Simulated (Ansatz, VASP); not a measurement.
## One calculation of MnPt2, two programs

```
Pt Mn
1.0
     2.85840    0.00000    0.00000
    -1.42920    2.47545    0.00000
     0.00000    0.00000    6.53250
Pt Mn
2 1
Direct
  0.66667 0.33333 0.31621
  0.33333 0.66667 0.68379
  0.00000 0.00000 0.00000
```

Alike in both runs: functional LDA; k mesh 11 × 11 × 4; occupations fermi-dirac, width 0.05 eV; collinear spin.

|  | VASP | Ansatz |
| --- | --- | --- |
| version | VASP 6.6.1 | Ansatz 0.2.0 |
| potentials or method | VASP PAW LDA potentials, release 64 (Pt, Mn_pv), cutoff 520 eV | all-electron LAPW, scalar-relativistic |
| task | single point | band structure |

VASP gave:

* gap on the k mesh at the Fermi level (eV): none
* pressure (GPa): -16.1
* traceless stress, the component that is largest in VASP (GPa): 2.09
* rms of the force components (eV/Å): 0.047
* net moment per atom (μB): 1.39
* size of the moment on the site where the two differ most (μB): 3.48

Estimate Ansatz's values.

gap on the k mesh at the Fermi level (eV): none; pressure (GPa): -15.7; traceless stress, the component that is largest in VASP (GPa): 1.92; rms of the force components (eV/Å): 0.040; net moment per atom (μB): 1.43; size of the moment on the site where the two differ most (μB): 3.62.

LDA's correlation is that of Perdew and Zunger in VASP and of Perdew and Wang (1992) in Ansatz. Site moments also hang on the region over which each program counts them. Atom by atom the forces differ by 0.006 eV/Å (rms over components). A gap of «none» marks a metal or a gap that the smearing closes. Ansatz ran all-electron here, and VASP with PAW potentials.

Neither program's run includes spin-orbit coupling.
